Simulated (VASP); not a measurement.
# SiO2 (Pnnm) in VASP: further runs

SiO2 is run at these levels: r2SCAN; tasks: single point.

Everything below comes from runs of VASP 6.6.1. Logs are shortened: lines on timing, memory, paths and dates and some standing lists are left out, and cuts for length are marked.

## 1. The cell of the first run

It takes space group Pnnm (No. 58, orthorhombic). The conventional cell has a = 4.185 Å, b = 4.185 Å, c = 2.669 Å, α = 90.00°, β = 90.00°, γ = 90.00°. Si (site symmetry 2/m) has 6 O at 1.76 to 1.81 Å within 2.3 Å. Within 2.4 Å of O (site symmetry m) lie 3 Si at 1.76 to 1.81 Å and 1 O at 2.30 Å.

## 2. Single point, r2SCAN (atoms displaced along a vibrational mode)

Input file POSCAR:

```
SiO2
1.0
    4.1854060762      0.0000000000      0.0000000000
    0.0000000000      4.1854060762      0.0000000000
    0.0000000000      0.0000000000      2.6687449733
Si O
2 4
Direct
    0.5000000000      0.5000000000      0.5000000000
    0.0000000000      0.0000000000      0.0000000000
    0.6769906213      0.7107797815      0.0000000000
    0.1769906213      0.7892202185      0.5000000000
    0.3230093787      0.2892202185      0.0000000000
    0.8230093787      0.2107797815      0.5000000000
```

Input file INCAR.step1:

```
SYSTEM = SiO2
ALGO = Normal ; EDIFF = 1E-4
ENCUT = 520 ; GGA = PE
ISMEAR = 0 ; LASPH = .TRUE.
LCHARG = .FALSE. ; LREAL = .FALSE.
LWAVE = .TRUE. ; NBANDS = 25
NELM = 80 ; PREC = Accurate
SIGMA = 0.05
```

Input file INCAR.step2:

```
SYSTEM = SiO2
ALGO = Normal ; EDIFF = 1E-6
ENCUT = 520 ; ISIF = 2
ISMEAR = 0 ; ISTART = 1
LASPH = .TRUE. ; LCHARG = .FALSE.
LMIXTAU = .TRUE. ; LREAL = .FALSE.
LWAVE = .FALSE. ; METAGGA = R2SCAN
NBANDS = 25 ; NELM = 80
PREC = Accurate ; SIGMA = 0.05
```

Input file KPOINTS:

```
k-points
0
G
  6 6 8
  0 0 0
```

Potentials or basis: VASP PAW PBE potentials, release 64 (Si, O).

Started as:

```console
$ cat potpaw_PBE.64/Si/POTCAR potpaw_PBE.64/O/POTCAR > POTCAR
$ cp INCAR.step1 INCAR
$ mpirun -np 1 vasp_std > vasp.out
$ cp INCAR.step2 INCAR
$ mpirun -np 1 vasp_std > vasp.out
```

OUTCAR:

```text
SYSTEM = SiO2
   EDIFF = 1E-6
   ENCUT = 520
   ISIF = 2
   ISMEAR = 0
   ISTART = 1
   LASPH = .TRUE.
   LREAL = .FALSE.
   METAGGA = R2SCAN
   NELM = 80
   PREC = Accurate

 ion  position               nearest neighbor table
   1  0.500  0.500  0.500-   3 1.76   5 1.76   3 1.76   5 1.76   4 1.81   6 1.81
   2  0.000  0.000  0.000-   4 1.76   6 1.76   4 1.76   6 1.76   5 1.81   3 1.81
   3  0.677  0.711  0.000-   1 1.76   1 1.76   2 1.81
   4  0.177  0.789  0.500-   2 1.76   2 1.76   1 1.81
   5  0.323  0.289  0.000-   1 1.76   1 1.76   2 1.81
   6  0.823  0.211  0.500-   2 1.76   2 1.76   1 1.81

  LATTYP: Found a simple tetragonal cell.
 ALAT       =     4.1854060762
 C/A-ratio  =     0.6376310744

  Lattice vectors:

 A1 = (   4.1854060762,   0.0000000000,   0.0000000000)
 A2 = (   0.0000000000,   4.1854060762,   0.0000000000)
 A3 = (   0.0000000000,   0.0000000000,   2.6687449733)

Analysis of symmetry for initial positions (statically):
=====================================================================
 Subroutine PRICEL returns:
 Original cell was already a primitive cell.

 Routine SETGRP: Setting up the symmetry group for a
 simple tetragonal supercell.

 Subroutine GETGRP returns: Found  8 space group operations
 (whereof  4 operations were pure point group operations)
 out of a pool of 16 trial point group operations.

The static configuration has the point symmetry C_2h.
 The point group associated with its full space group is D_2h.

Analysis of symmetry for dynamics (positions and initial velocities):
=====================================================================
 Subroutine PRICEL returns:
 Original cell was already a primitive cell.

 Routine SETGRP: Setting up the symmetry group for a
 simple tetragonal supercell.

 Subroutine GETGRP returns: Found  8 space group operations
 (whereof  4 operations were pure point group operations)
 out of a pool of 16 trial point group operations.

The dynamic configuration has the point symmetry C_2h.
 The point group associated with its full space group is D_2h.

 Subroutine INISYM returns: Found  8 space group operations
 (whereof  4 operations are pure point group operations),
 and found     1 'primitive' translations

----------------------------------------------------------------------------------------
[... 101 lines left out ...]
   EDIFF  = 0.1E-05   stopping-criterion for ELM
   LREAL  =      F    real-space projection
   EDIFFG = 0.1E-04   stopping-criterion for IOM
   NSW    =      0    number of steps for IOM
   IBRION =     -1    ionic relax: 0-MD 1-quasi-New 2-CG
   NFREE  =      0    steps in history (QN), initial steepest desc. (CG)
   ISIF   =      2    stress and relaxation
   ISYM   =      2    0-nonsym 1-usesym 2-fastsym
   POTIM  = 0.5000    time-step for ionic-motion
   TEBEG  =    0.0;   TEEND  =   0.0 temperature during run
   PSTRESS=    0.0 pullay stress
   NELECT =      32.0000    total number of electrons
   NUPDOWN=      -1.0000    fix difference up-down
   EMIN   =  10.00;   EMAX   =-10.00  energy-range for DOS
   EFERMI =   0.00;   METHOD = LEGACY
   ISMEAR =     0;   SIGMA  =   0.05  broadening in eV -4-tet -1-fermi 0-gaus
   EFERMI_NEDOS =   21; number of points for ismear=-14 and -15
   IALGO  =     38    algorithm
   IMIX   =      4    mixing-type and parameters
     AMIX     =   0.40;   BMIX     =  1.00
     AMIX_MAG =   1.60;   BMIX_MAG =  1.00
  volume/ion in A,a.u.               =       7.79        52.58
  Fermi-wavevector in a.u.,A,eV,Ry     =   1.442771  2.726442 28.321726  2.081588
  Thomas-Fermi vector in A             =   2.561254
   LORBIT       =      0    0 simple, 1 ext, 2 COOP (PROOUT), +10 PAW based schemes
   METAGGA = R2SCAN    functional components
   LHFCALC =     F    Hartree Fock is set to
   AEXX    =    0.0000 exact exchange contribution
   IVDW    =     0    specifies the selected vdW correction
   LEPSILON=     F    determine dielectric tensor
   LRPA    =     F    only Hartree local field effects (RPA)
 non-spin polarized calculation
 Gauss-broadening in eV      SIGMA  =   0.05
  energy-cutoff  :      520.00
  volume of cell :       46.75
 maximum number of plane-waves:      1282
   NGX = 15   NGY = 15   NGZ =  9

 number of electron      31.9999978 magnetization

 Free energy of the ion-electron system (eV)
  ---------------------------------------------------
  ext. energy  EPLUGINS =         0.00000000
  ---------------------------------------------------
  free energy    TOTEN  =       -58.71899129 eV

  energy without entropy =      -58.71899129  energy(sigma->0) =      -58.71899129

 E-fermi :   7.9209     XC(G=0): -12.8741

 val. band max:        7.6943426050   @ k =   0.0000   0.0000   0.0000
 cond. band min:      14.2409599980   @ k =   0.0000   0.0000   0.0000
 fundamental gap:      6.5466173930
 Fermi energy:         7.9209317339

 k-point     1 :       0.0000    0.0000    0.0000
  band No.  band energies     occupation
      1     -15.7121      2.00000
      2     -12.2544      2.00000
      3     -12.0055      2.00000
      4     -11.8761      2.00000
      5      -3.2184      2.00000
      6       0.9023      2.00000
[... 661 lines left out ...]
     24      22.5319      0.00000
     25      23.3283      0.00000

 [... further k-points ...]

------------------------ aborting loop because EDIFF is reached ----------------------------------------

  FORCE on cell =-STRESS in cart. coord.  units (eV):
  Direction    XX          YY          ZZ          XY          YZ          ZX
  --------------------------------------------------------------------------------------
  -------------------------------------------------------------------------------------
  Total        1.1969497     -1.6913721      0.0179924      0.0000000      0.0000000      0.0000000
  in kB       41.0208065    -57.9652175      0.6166184      0.0000000      0.0000000      0.0000000
  external PRESSURE =      -5.4425976 kB  Pullay stress =       0.0000000 kB

 VOLUME and BASIS-vectors are now :
 -----------------------------------------------------------------------------
  energy-cutoff  :      520.00
  volume of cell :       46.75
      direct lattice vectors                 reciprocal lattice vectors
     4.185406076  0.000000000  0.000000000     0.238925443  0.000000000  0.000000000
     0.000000000  4.185406076  0.000000000     0.000000000  0.238925443  0.000000000
     0.000000000  0.000000000  2.668744973     0.000000000  0.000000000  0.374707966

 POSITION                                       TOTAL-FORCE (eV/Angst)
 -----------------------------------------------------------------------------------
      2.09270      2.09270      1.33437         0.000000      0.000000      0.000000
      0.00000      0.00000      0.00000         0.000000      0.000000      0.000000
      2.83348      2.97490      0.00000         0.218996     -0.270876      0.000000
      0.74078      3.30321      1.33437         0.218996      0.270876      0.000000
      1.35193      1.21050      0.00000        -0.218996      0.270876     -0.000000
      3.44463      0.88220      1.33437        -0.218996     -0.270876      0.000000
 -----------------------------------------------------------------------------------
    total drift:                                0.000000     -0.000000      0.000000

  FREE ENERGIE OF THE ION-ELECTRON SYSTEM (eV)
  ---------------------------------------------------
  free  energy   TOTEN  =       -58.7189912916 eV

  energy  without entropy=      -58.7189912916  energy(sigma->0) =      -58.71899129
```

OSZICAR.step1:

```text
N       E                     dE             d eps       ncg     rms          rms(c)
DAV:   1     0.136713480964E+03    0.13671E+03   -0.17758E+04  4032   0.124E+03
DAV:   2    -0.440570170567E+02   -0.18077E+03   -0.17345E+03  5101   0.280E+02
DAV:   3    -0.507958225143E+02   -0.67388E+01   -0.67115E+01  5317   0.518E+01
DAV:   4    -0.508386556629E+02   -0.42833E-01   -0.42820E-01  4643   0.479E+00
DAV:   5    -0.508389951944E+02   -0.33953E-03   -0.33948E-03  5363   0.405E-01    0.175E+01
DAV:   6    -0.461529704499E+02    0.46860E+01   -0.13166E+01  5142   0.244E+01    0.800E+00
DAV:   7    -0.461938256299E+02   -0.40855E-01   -0.76232E-01  5010   0.510E+00    0.292E+00
DAV:   8    -0.462078228242E+02   -0.13997E-01   -0.26065E-02  4998   0.140E+00    0.109E+00
DAV:   9    -0.462144309362E+02   -0.66081E-02   -0.96433E-03  5074   0.829E-01    0.264E-01
DAV:  10    -0.462146390345E+02   -0.20810E-03   -0.45127E-04  5094   0.152E-01    0.438E-02
DAV:  11    -0.462146225815E+02    0.16453E-04   -0.73273E-05  3315   0.641E-02
   1 F= -.46214623E+02 E0= -.46214623E+02  d E =-.515503E-11
```

Run time: 3.8 min. Hardware: 1 thread of Intel Xeon Platinum 8259CL at 2.50GHz (Skylake/Cascade Lake), shared host; peak memory 0.2 GiB.

Results:

| Item | Value |
| --- | --- |
| Free energy | -58.7190 eV |
| Pressure | -0.5 GPa |
| Largest force | 0.348 eV/Å |
| Band gap on the k mesh | 6.55 eV |

Forces in eV/Å, atoms in the order of the input:
```
Si   0.000  0.000  0.000
Si   0.000  0.000  0.000
O    0.219 -0.271  0.000
O    0.219  0.271  0.000
O   -0.219  0.271  0.000
O   -0.219 -0.271  0.000
```

Stress tensor (GPa, compression positive):
```
 4.10  0.00  0.00
 0.00 -5.80  0.00
 0.00  0.00  0.06
```

Caveat: the cell differs from its parent crystal (atoms displaced along a vibrational mode); the stress differs along the axes, from -6 to 4 GPa; the PAW data sets were made with another functional, which shifts forces and pressure a little.

## 3. Single point, r2SCAN (atoms displaced along a vibrational mode)

Input file POSCAR:

```
SiO2
1.0
    4.1854060762      0.0000000000      0.0000000000
    0.0000000000      4.1854060762      0.0000000000
    0.0000000000      0.0000000000      2.6687449733
Si O
2 4
Direct
    0.5000000000      0.5000000000      0.5000000000
    0.0000000000      0.0000000000      0.0000000000
    0.7023324914      0.6854379114      0.0000000000
    0.2023324914      0.8145620886      0.5000000000
    0.2976675086      0.3145620886      0.0000000000
    0.7976675086      0.1854379114      0.5000000000
```

Input file INCAR.step1:

```
ALGO     = Normal         # electronic algorithm
EDIFF    = 1E-4           # SCF threshold, eV
ENCUT    = 520            # plane-wave cutoff, eV
GGA      = PE             # functional
ISMEAR   = 0              # smearing method
LASPH    = True           # aspherical terms in the spheres
LCHARG   = False          # write CHGCAR
LREAL    = False          # projectors in reciprocal space
LWAVE    = True           # write WAVECAR
NBANDS   = 25             # bands
NELM     = 60             # most SCF steps
PREC     = Accurate       # precision mode
SIGMA    = 0.05           # smearing width, eV
```

Input file INCAR.step2:

```
ALGO     = Normal         # electronic algorithm
EDIFF    = 1E-7           # SCF threshold, eV
ENCUT    = 520            # plane-wave cutoff, eV
ISIF     = 2              # what is computed and relaxed
ISMEAR   = 0              # smearing method
ISTART   = 1            
LASPH    = True           # aspherical terms in the spheres
LCHARG   = False          # write CHGCAR
LMIXTAU  = True         
LREAL    = False          # projectors in reciprocal space
LWAVE    = False          # write WAVECAR
METAGGA  = R2SCAN         # meta-GGA
NBANDS   = 25             # bands
NELM     = 60             # most SCF steps
PREC     = Accurate       # precision mode
SIGMA    = 0.05           # smearing width, eV
```

Input file KPOINTS:

```
k-points
0
Gamma
  6 6 8
```

Potentials or basis: VASP PAW PBE potentials, release 64 (Si, O).

Started as:

```console
$ cat potpaw_PBE.64/Si/POTCAR potpaw_PBE.64/O/POTCAR > POTCAR
$ cp INCAR.step1 INCAR
$ mpirun -np 1 vasp_std > vasp.out
$ cp INCAR.step2 INCAR
$ mpirun -np 1 vasp_std > vasp.out
```

Wall time 4.1 min (1 thread of Intel Xeon Platinum 8259CL at 2.50GHz (Skylake/Cascade Lake), shared host); peak memory 0.2 GiB.

It converged, with:

| Quantity | Value |
| --- | --- |
| Free energy | -58.7695 eV |
| Pressure | 0.2 GPa |
| Largest force | 0.163 eV/Å |
| Band gap on the k mesh | 6.52 eV |

Forces on the atoms (eV/Å):
```
Si   0.000  0.000  0.000
Si   0.000  0.000  0.000
O   -0.110  0.121  0.000
O   -0.110 -0.121  0.000
O    0.110 -0.121  0.000
O    0.110  0.121  0.000
```

Stress tensor (GPa, compression positive):
```
-2.66  0.00  0.00
 0.00  2.36  0.00
 0.00  0.00  0.78
```

Levels at points of the mesh, in eV from the valence-band top:
| k point | band 13 | band 14 | band 15 | band 16 | band 17 | band 18 | band 19 | band 20 |
| --- | --- | --- | --- | --- | --- | --- | --- | --- |
| (0.00, 0.00, 0.00) | -2.49 | -0.90 | -0.80 | 0.00 | 6.52 | 7.66 | 9.47 | 9.53 |
| (0.50, 0.00, 0.00) | -2.66 | -2.66 | -0.94 | -0.94 | 8.62 | 8.62 | 10.00 | 10.00 |
| (0.00, 0.50, 0.00) | -2.70 | -2.70 | -1.15 | -1.15 | 8.78 | 8.78 | 10.13 | 10.13 |
| (0.50, 0.50, 0.00) | -2.67 | -2.67 | -2.28 | -2.28 | 8.41 | 8.41 | 11.05 | 11.05 |
| (0.00, 0.00, 0.50) | -3.08 | -3.08 | -2.66 | -2.66 | 10.13 | 10.13 | 13.75 | 13.75 |
| (0.50, 0.00, 0.50) | -2.39 | -2.39 | -1.70 | -1.70 | 9.94 | 9.94 | 10.89 | 10.89 |
| (0.00, 0.50, 0.50) | -2.18 | -2.18 | -1.85 | -1.85 | 9.69 | 9.69 | 10.88 | 10.88 |
| (0.50, 0.50, 0.50) | -1.76 | -1.76 | -1.56 | -1.56 | 8.16 | 8.16 | 12.02 | 12.02 |

Caveat: the cell differs from its parent crystal (atoms displaced along a vibrational mode); the stress differs along the axes, from -3 to 2 GPa; the PAW data sets were made with another functional, which shifts forces and pressure a little. A k mesh can miss the band edges.

## 4. Single point, r2SCAN (atoms displaced along a vibrational mode)

Input file POSCAR:

```
SiO2
1.0
    4.1854060762      0.0000000000      0.0000000000
    0.0000000000      4.1854060762      0.0000000000
    0.0000000000      0.0000000000      2.6687449733
Si O
2 4
Direct
    0.5000000000      0.5000000000      0.5000000000
    0.0000000000      0.0000000000      0.0000000000
    0.7065561365      0.6812142663      0.0000000000
    0.2065561365      0.8187857337      0.5000000000
    0.2934438635      0.3187857337      0.0000000000
    0.7934438635      0.1812142663      0.5000000000
```

Input file INCAR.step1:

```
SYSTEM = SiO2
ALGO     = Normal         ! electronic algorithm
EDIFF    = 1E-4           ! SCF threshold, eV
ENCUT    = 520            ! plane-wave cutoff, eV
GGA      = PE             ! functional
ISMEAR   = 0              ! smearing method
LASPH    = .True.         ! aspherical terms in the spheres
LCHARG   = .False.        ! write CHGCAR
LREAL    = .False.        ! projectors in reciprocal space
LWAVE    = .True.         ! write WAVECAR
NBANDS   = 25             ! bands
NELM     = 60             ! most SCF steps
PREC     = Accurate       ! precision mode
SIGMA    = 0.05           ! smearing width, eV
```

Input file INCAR.step2:

```
SYSTEM = SiO2
ALGO     = Normal         ! electronic algorithm
EDIFF    = 1E-7           ! SCF threshold, eV
ENCUT    = 520            ! plane-wave cutoff, eV
ISIF     = 2              ! what is computed and relaxed
ISMEAR   = 0              ! smearing method
ISTART   = 1            
LASPH    = .True.         ! aspherical terms in the spheres
LCHARG   = .False.        ! write CHGCAR
LMIXTAU  = .True.       
LREAL    = .False.        ! projectors in reciprocal space
LWAVE    = .False.        ! write WAVECAR
METAGGA  = R2SCAN         ! meta-GGA
NBANDS   = 25             ! bands
NELM     = 60             ! most SCF steps
PREC     = Accurate       ! precision mode
SIGMA    = 0.05           ! smearing width, eV
```

Input file KPOINTS:

```
k-points
0
Gamma
  6 6 8
  0 0 0
```

Started as:

```console
$ cat potpaw_PBE.64/Si/POTCAR potpaw_PBE.64/O/POTCAR > POTCAR
$ cp INCAR.step1 INCAR
$ mpirun -np 1 vasp_std > vasp.out
$ cp INCAR.step2 INCAR
$ mpirun -np 1 vasp_std > vasp.out
```

Run time: 3.6 min. Hardware: 1 thread of Intel Xeon Platinum 8259CL at 2.50GHz (Skylake/Cascade Lake), shared host; peak memory 0.2 GiB.

Results (log left out):

```
Free energy            : -58.7488 eV
Pressure               : -0.1 GPa
Largest force          : 0.251 eV/Å
Band gap on the k mesh : 6.53 eV
```

Forces in eV/Å, atoms in the order of the input:
```
Si   0.000  0.000  0.000
Si   0.000  0.000  0.000
O   -0.185  0.170  0.000
O   -0.185 -0.170  0.000
O    0.185 -0.170  0.000
O    0.185  0.170  0.000
```

Stress tensor (GPa, compression positive):
```
-4.18  0.00  0.00
 0.00  3.30  0.00
 0.00  0.00  0.49
```

Levels at points of the mesh, in eV from the valence-band top:
```
           k point  band 12  band 13  band 14  band 15  band 16  band 17  band 18  band 19  band 20  band 21
(0.00, 0.00, 0.00)    -3.02    -2.45    -0.89    -0.73     0.00     6.53     7.69     9.49     9.57    12.21
(0.50, 0.00, 0.00)    -3.80    -2.61    -2.61    -0.85    -0.85     8.59     8.59     9.99     9.99    11.91
(0.00, 0.50, 0.00)    -3.88    -2.67    -2.67    -1.16    -1.16     8.82     8.82    10.18    10.18    12.46
(0.50, 0.50, 0.00)    -3.24    -2.65    -2.65    -2.24    -2.24     8.44     8.44    11.06    11.06    14.34
(0.00, 0.00, 0.50)    -4.62    -3.05    -3.05    -2.61    -2.61    10.12    10.12    13.76    13.76    13.89
(0.50, 0.00, 0.50)    -4.10    -2.41    -2.41    -1.64    -1.64    10.00    10.00    10.90    10.90    13.85
(0.00, 0.50, 0.50)    -3.76    -2.10    -2.10    -1.85    -1.85     9.64     9.64    10.89    10.89    12.88
(0.50, 0.50, 0.50)    -4.46    -1.74    -1.74    -1.52    -1.52     8.17     8.17    12.04    12.04    12.79
```

Caveat: the cell differs from its parent crystal (atoms displaced along a vibrational mode); the stress differs along the axes, from -4 to 3 GPa; the PAW data sets were made with another functional, which shifts forces and pressure a little. A k mesh can miss the band edges.

## 5. Summary

| cell | gap on the mesh (eV) | pressure (GPa) | largest force (eV/Å) |
| --- | --- | --- | --- |
| as given, atomic positions A | 6.55 | -0.5 | 0.35 |
| as given, atomic positions B | 6.52 | 0.2 | 0.16 |
| as given, atomic positions C | 6.53 | -0.1 | 0.25 |

Alike in all rows: task single point; level r2SCAN; potentials or basis VASP PAW PBE potentials, release 64 (Si, O); no spin polarisation; k mesh 6 × 6 × 8; cutoff (eV) 520; smearing gaussian 0.05 eV.

Caveats: the PAW data sets were made with another functional, which shifts forces and pressure a little; the stress differs along the axes, from -6 to 4 GPa (at least some runs); the stress differs along the axes, from -3 to 2 GPa (at least some runs); the stress differs along the axes, from -4 to 3 GPa (at least some runs).

Absolute energies hang on the potentials; compare differences alone.
